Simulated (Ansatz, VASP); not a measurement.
## LiH: VASP beside Ansatz

File INCAR:

```
SYSTEM = LiH
PREC = Accurate ; ENCUT = 520
EDIFF = 1E-6 ; ISMEAR = 0
SIGMA = 0.05 ; LREAL = .FALSE.
LASPH = .TRUE. ; NELM = 60
ALGO = Normal ; ISIF = 2
LWAVE = .FALSE. ; LCHARG = .FALSE.
GGA = PE ; NBANDS = 9
```

KPOINTS

```
regular mesh
0
G
  10 10 10
  0 0 0
```

POSCAR

```
LiH
1.0
    0.0000000000      2.1951000000      1.9512000000
    2.1951000000      0.0000000000      1.9512000000
    2.1951000000      2.1951000000      0.0000000000
Li H
1 1
Direct
    0.0000000000      0.0000000000      0.0000000000
    0.5000000000      0.5000000000      0.5000000000
```

Input for Ansatz:

```yaml
crystal:
  lattice:
    - [0.0, 2.1951, 1.9512]
    - [2.1951, 0.0, 1.9512]
    - [2.1951, 2.1951, 0.0]
  atoms:
    - { symbol: Li, position: [0.0, 0.0, 0.0] }
    - { symbol: H, position: [0.5, 0.5, 0.5] }
basis:
  ecutwfc: 420
kpoints:
  mp_grid: { grid: [10, 10, 10] }
hamiltonian:
  xc: pbe
scf:
  occupations: { method: gaussian, width: 0.05 }
output:
  forces: true
  stress: true
  eigenvalues: true
```

Change from the starting cell: strain +0.080 along x and y, -0.040 along z, atoms carried along.

Alike in both runs: task single point; functional PBE; k mesh 10 × 10 × 10; occupations gaussian, width 0.05 eV; no spin polarisation.

|  | VASP | Ansatz |
| --- | --- | --- |
| version | VASP 6.6.1 | Ansatz 0.2.0 |
| potentials or method | VASP PAW PBE potentials, release 64 (Li_sv, H), cutoff 520 eV | scalar-relativistic, plane waves, PAW |
| valence electrons in the cell | 4 | 4 |

```csv
,VASP,Ansatz,Ansatz less VASP
gap on the k mesh at the Fermi level (eV),2.13,2.13,+0.005
least direct gap on the mesh (eV),2.91,2.92,+0.009
```

With one functional, cell and mesh, what is left measures potentials, basis and numerics.

Noted on VASP's run: the cutoff is short for stress, so the pressure is rough.
